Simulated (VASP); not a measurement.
# WS2 in VASP: notebook

The runs below take WS2 through single point, with LDA.

Program: VASP 6.6.1. These are calculated values, not measurements. Logs are shortened: lines on timing, memory, paths and dates and some standing lists are left out, and cuts for length are marked.

## Step 1: The cell of the first run

The cell holds a slab with vacuum, 3 atoms: a = 3.184 Å, b = 3.184 Å, c = 16.951 Å, α = 90.00°, β = 90.00°, γ = 120.00°.

## Step 2: Single point, LDA

Contents of INCAR:

```
ALGO = Normal ; EDIFF = 1E-6
ENCUT = 500 ; GGA = CA
GGA_COMPAT = F ; ISIF = 2
ISMEAR = 1 ; LASPH = T
LCHARG = F ; LREAL = F
LWAVE = F ; NBANDS = 20
NELM = 120 ; PREC = Accurate
SIGMA = 0.1
```

Contents of KPOINTS:

```
k-points
0
Gamma
  6 6 1
```

Contents of POSCAR:

```
WS2
1.0
    3.1835200000      0.0000000000      0.0000000000
   -1.5917600000      2.7570100000      0.0000000000
    0.0000000000      0.0000000000     16.9505800000
W S
1 2
Direct
    0.3452023262      0.6552578335     -0.0010511026
    0.6732503727      0.3142847944      0.9086225219
    0.6868730961      0.3261698931      0.0906034107
```

Potentials or basis: VASP PAW LDA potentials, release 64 (W_sv, S).

Run with:

```bash
cat potpaw_LDA.64/W_sv/POTCAR potpaw_LDA.64/S/POTCAR > POTCAR
mpirun -np 1 vasp_std > vasp.out
```

OUTCAR:

```text
EDIFF = 1E-6
   ENCUT = 500
   GGA = CA
   ISIF = 2
   ISMEAR = 1
   LASPH = T
   LREAL = F
   NELM = 120
   PREC = Accurate

 ion  position               nearest neighbor table
   1  0.345  0.655  0.999-   2 2.38   3 2.39   2 2.40   2 2.40   3 2.42   3 2.42
   2  0.673  0.314  0.909-   1 2.38   1 2.40   1 2.40
   3  0.687  0.326  0.091-   1 2.39   1 2.42   1 2.42

  LATTYP: Found a hexagonal cell.
 ALAT       =     3.1835200000
 C/A-ratio  =     5.3244773081

  Lattice vectors:

 A1 = (   3.1835200000,   0.0000000000,   0.0000000000)
 A2 = (  -1.5917600000,   2.7570100000,   0.0000000000)
 A3 = (   0.0000000000,   0.0000000000,  16.9505800000)

Analysis of symmetry for initial positions (statically):
=====================================================================
 Subroutine PRICEL returns:
 Original cell was already a primitive cell.

 Routine SETGRP: Setting up the symmetry group for a
 hexagonal supercell.

 Subroutine GETGRP returns: Found  1 space group operations
 (whereof  1 operations were pure point group operations)
 out of a pool of 24 trial point group operations.

The static configuration has the point symmetry C_1 .

Analysis of symmetry for dynamics (positions and initial velocities):
=====================================================================
 Subroutine PRICEL returns:
 Original cell was already a primitive cell.

 Routine SETGRP: Setting up the symmetry group for a
 hexagonal supercell.

 Subroutine GETGRP returns: Found  1 space group operations
 (whereof  1 operations were pure point group operations)
 out of a pool of 24 trial point group operations.

The dynamic configuration has the point symmetry C_1 .

 Subroutine INISYM returns: Found  1 space group operations
 (whereof  1 operations are pure point group operations),
 and found     1 'primitive' translations

----------------------------------------------------------------------------------------

                                     Primitive cell

  volume of cell :     148.7752

  direct lattice vectors                    reciprocal lattice vectors
     3.183520000  0.000000000  0.000000000     0.314117706  0.181355889  0.000000000
[... 77 lines left out ...]
   ISPIN  =      1    spin polarized calculation?
   LNONCOLLINEAR =      F non collinear calculations
   LSORBIT =      F    spin-orbit coupling
   LASPH  =      T    aspherical Exc in radial PAW
   ENCUT  =  500.0 eV  36.75 Ry    6.06 a.u.   5.80  5.80 30.90*2*pi/ulx,y,z
   NELM   =    120;   NELMIN=  2; NELMDL= -5     # of ELM steps
   EDIFF  = 0.1E-05   stopping-criterion for ELM
   LREAL  =      F    real-space projection
   EDIFFG = 0.1E-04   stopping-criterion for IOM
   NSW    =      0    number of steps for IOM
   IBRION =     -1    ionic relax: 0-MD 1-quasi-New 2-CG
   NFREE  =      0    steps in history (QN), initial steepest desc. (CG)
   ISIF   =      2    stress and relaxation
   ISYM   =      2    0-nonsym 1-usesym 2-fastsym
   POTIM  = 0.5000    time-step for ionic-motion
   TEBEG  =    0.0;   TEEND  =   0.0 temperature during run
   PSTRESS=    0.0 pullay stress
   NELECT =      26.0000    total number of electrons
   NUPDOWN=      -1.0000    fix difference up-down
   EMIN   =  10.00;   EMAX   =-10.00  energy-range for DOS
   EFERMI =   0.00;   METHOD = LEGACY
   ISMEAR =     1;   SIGMA  =   0.10  broadening in eV -4-tet -1-fermi 0-gaus
   EFERMI_NEDOS =   21; number of points for ismear=-14 and -15
   IALGO  =     38    algorithm
   IMIX   =      4    mixing-type and parameters
     AMIX     =   0.40;   BMIX     =  1.00
     AMIX_MAG =   1.60;   BMIX_MAG =  1.00
  volume/ion in A,a.u.               =      49.59       334.66
  Fermi-wavevector in a.u.,A,eV,Ry     =   0.915284  1.729636 11.398205  0.837744
  Thomas-Fermi vector in A             =   2.040008
   LORBIT       =      0    0 simple, 1 ext, 2 COOP (PROOUT), +10 PAW based schemes
   GGA     = CA    functional components
   LHFCALC =     F    Hartree Fock is set to
   AEXX    =    0.0000 exact exchange contribution
   IVDW    =     0    specifies the selected vdW correction
   LEPSILON=     F    determine dielectric tensor
   LRPA    =     F    only Hartree local field effects (RPA)
 non-spin polarized calculation
 Methfessel and Paxton  Order N= 1 SIGMA  =   0.10
  energy-cutoff  :      500.00
  volume of cell :      148.78
 maximum number of plane-waves:      3785
   NGX = 11   NGY = 11   NGZ = 61

 number of electron      26.0000000 magnetization

 Free energy of the ion-electron system (eV)
  ---------------------------------------------------
  ext. energy  EPLUGINS =         0.00000000
  ---------------------------------------------------
  free energy    TOTEN  =       -26.11206391 eV

  energy without entropy =      -26.11257555  energy(sigma->0) =      -26.11223446

 E-fermi :  -1.3290     XC(G=0):  -4.6225

 val. band max:       -1.3948565419   @ k =   0.0000   0.0000   0.0000
 cond. band min:       0.2603501067   @ k =   0.3333   0.3333   0.0000
 fundamental gap:      1.6552066487
 Fermi energy:        -1.3289865132

 k-point     1 :       0.0000    0.0000    0.0000
  band No.  band energies     occupation
      1     -74.9758      2.00000
      2     -39.4971      2.00000
      3     -39.3364      2.00000
      4     -39.3340      2.00000
      5     -16.1866      2.00000
      6     -14.4335      2.00000
[... 449 lines left out ...]
     19       5.6192      0.00000
     20       7.8146      0.00000

------------------------ aborting loop because EDIFF is reached ----------------------------------------

  FORCE on cell =-STRESS in cart. coord.  units (eV):
  Direction    XX          YY          ZZ          XY          YZ          ZX
  --------------------------------------------------------------------------------------
  -------------------------------------------------------------------------------------
  Total       -1.7741444     -1.6873162     -0.0575087      0.0468310     -0.5266717     -0.3829238
  in kB      -19.1059689    -18.1709059     -0.6193176      0.5043283     -5.6717888     -4.1237514
  external PRESSURE =     -12.6320642 kB  Pullay stress =       0.0000000 kB

 VOLUME and BASIS-vectors are now :
 -----------------------------------------------------------------------------
  energy-cutoff  :      500.00
  volume of cell :      148.78
      direct lattice vectors                 reciprocal lattice vectors
     3.183520000  0.000000000  0.000000000     0.314117706  0.181355889  0.000000000
    -1.591760000  2.757010000  0.000000000     0.000000000  0.362711778  0.000000000
     0.000000000  0.000000000 16.950580000     0.000000000  0.000000000  0.058995031

 POSITION                                       TOTAL-FORCE (eV/Angst)
 -----------------------------------------------------------------------------------
      0.05595      1.80655     16.93276         0.163809     -0.112612      0.365729
      1.64304      0.86649     15.40168         0.041632      0.227421     -0.175775
      1.66749      0.89925      1.53578        -0.205441     -0.114809     -0.189954
 -----------------------------------------------------------------------------------
    total drift:                               -0.000046      0.000034     -0.000231

  FREE ENERGIE OF THE ION-ELECTRON SYSTEM (eV)
  ---------------------------------------------------
  free  energy   TOTEN  =       -26.1120639128 eV

  energy  without entropy=      -26.1125755539  energy(sigma->0) =      -26.11223446
```

stdout:

```text
POSCAR found type information on POSCAR W S
 POSCAR found :  2 types and       3 ions
 scaLAPACK will be used
 LDA part: xc-table for (Slater(with rela. corr.)+CA(PZ))
 , standard interpolation
 POSCAR, INCAR and KPOINTS ok, starting setup
 FFT: planning ... GRIDC
 FFT: planning ... GRID_SOFT
 FFT: planning ... GRID
 WAVECAR not read
 entering main loop
```

Run time: 56 s. Hardware: 1 thread of Intel Xeon 6975P-C, shared host; peak memory 0.23 GiB.

Results:

```yaml
Free_energy: -26.1121 eV
Largest_force: 0.416 eV/Å
Band_gap_on_the_k_mesh: 1.66 eV, indirect (least direct gap 1.74 eV)
```

Forces in eV/Å, atoms in the order of the input:
```
W    0.164 -0.113  0.366
S    0.042  0.227 -0.176
S   -0.205 -0.115 -0.190
```

Caveat: spin-orbit coupling is left out, which moves the levels of the heavy elements.

## Step 3: Single point, LDA

Contents of INCAR:

```
SYSTEM = WS2
  PREC = Accurate
  ENCUT = 500
  EDIFF = 1E-6
  ISMEAR = 1
  SIGMA = 0.1
  LREAL = .False.
  LASPH = .True.
  NELM = 120
  ALGO = Normal
  ISIF = 2
  LWAVE = .False.
  LCHARG = .True.
  LELF = .True.
  LVHAR = .True.
  NBANDS = 20
  GGA_COMPAT = .False.
```

Contents of KPOINTS:

```
regular mesh
0
Gamma
  6 6 1
  0 0 0
```

Contents of POSCAR:

```
WS2
1.0
    3.1835200000      0.0000000000      0.0000000000
   -1.5917600000      2.7570100000      0.0000000000
    0.0000000000      0.0000000000     16.9505800000
W S
1 2
Direct
    0.3452845194      0.6551465264     -0.0009905966
    0.6733888434      0.3145005803      0.9085993535
    0.6866524262      0.3260654149      0.0905660282
```

Potentials or basis: VASP PAW LDA potentials, release 64 (W_sv, S).

Run with:

```bash
cat potpaw_LDA.64/W_sv/POTCAR potpaw_LDA.64/S/POTCAR > POTCAR
mpirun -np 1 vasp_std > vasp.out
```

Wall time 61 s (1 thread of Intel Xeon 6975P-C, shared host); peak memory 0.23 GiB.

Results (log left out):

```
Free energy            : -26.1130 eV
Largest force          : 0.364 eV/Å
Band gap on the k mesh : 1.66 eV, indirect (least direct gap 1.74 eV)
```

Forces in eV/Å, atoms in the order of the input:
```
W    0.150 -0.101  0.316
S    0.046  0.217 -0.152
S   -0.196 -0.115 -0.164
```

Levels at points of the mesh, in eV from the valence-band top:
| k point | band 9 | band 10 | band 11 | band 12 | band 13 | band 14 | band 15 | band 16 | band 17 | band 18 |
| --- | --- | --- | --- | --- | --- | --- | --- | --- | --- | --- |
| (0.00, 0.00, 0.00) | -3.04 | -2.05 | -1.81 | -1.73 | 0.00 | 2.78 | 2.87 | 3.08 | 3.13 | 4.98 |
| (0.50, 0.00, 0.00) | -4.48 | -3.55 | -2.07 | -1.34 | -0.94 | 2.73 | 3.23 | 4.03 | 4.79 | 5.03 |
| (0.00, 0.50, 0.00) | -4.48 | -3.55 | -2.07 | -1.34 | -0.94 | 2.73 | 3.23 | 4.02 | 4.79 | 5.04 |
| (0.50, 0.50, 0.00) | -4.50 | -3.57 | -2.05 | -1.35 | -0.92 | 2.74 | 3.23 | 3.99 | 4.79 | 5.03 |

Caveat: spin-orbit coupling is left out, which moves the levels of the heavy elements.
